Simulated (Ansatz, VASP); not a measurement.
**Pd: VASP beside Ansatz**

```
CELL_PARAMETERS angstrom
-0.03890 1.92545 1.92545
1.92545 -0.03890 1.92545
1.92545 1.92545 -0.03890
ATOMIC_POSITIONS crystal
Pd 0.00000 0.00000 0.00000
```

Change from the starting cell: equal xy, yz and zx shear strains of -2 %, PAW files.

Alike in both runs: task electric field gradients; functional PBE; k mesh 18 × 18 × 18; occupations fermi-dirac, width 0.05 eV; no spin polarisation.

|  | VASP | Ansatz |
| --- | --- | --- |
| version | VASP 6.6.1 | Ansatz 0.2.0 |
| potentials or method | VASP PAW PBE potentials, release 64 (Pd) | PAW with Ansatz's default frozen-core files, scalar-relativistic |
| plane-wave cutoff (eV) | 520 | 420 |
| valence electrons in the cell | 10 | 18 |

```tsv
	VASP	Ansatz	Ansatz less VASP
pressure (GPa)	7.5	7.8	+0.36
traceless stress, the component that is largest in VASP (GPa)	1.57	1.57	+0.007
size of Vzz on the site where it differs most (V/Å²)	5.4	11.4	+5.97
```

VASP's potentials hold 10 valence electrons a cell and Ansatz's 18, so a difference there can come from the potentials and not from the codes.
